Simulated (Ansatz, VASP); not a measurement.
# Two plane-wave programs on Ge

```
Ge
1.0
     0.05674    2.83687    2.83687
     2.83687    0.05674    2.83687
     2.89361    2.89361    0.00000
Ge
2
Cartesian
  0.0000 0.0000 0.0140
  1.4468 1.4468 1.4045
```

Change from the starting cell: shear_xy strain +4.0%.

Alike in both runs: task single point; functional r2SCAN; k mesh 8 × 8 × 8; occupations fermi-dirac, width 0.02 eV; no spin polarisation.

|  | VASP | Ansatz |
| --- | --- | --- |
| version | VASP 6.6.1 | Ansatz 0.2.0 |
| potentials or method | VASP PAW PBE potentials, release 64 (Ge_d) | plane waves, PAW |
| plane-wave cutoff (eV) | 520 | 500 |
| valence electrons in the cell | 28 | 28 |

Ansatz gave:

* pressure (GPa): 0.1
* traceless stress, the component that is largest in VASP (GPa): -2.65
* rms of the force components (eV/Å): 0.001

**Question.** Estimate VASP's values.

**Answer.** Pressure (GPa): 0.1; traceless stress, the component that is largest in VASP (GPa): -2.63; rms of the force components (eV/Å): 0.007.

VASP's potentials were made for PBE, not for r2SCAN. Atom by atom the forces differ by 0.006 eV/Å (rms over components).
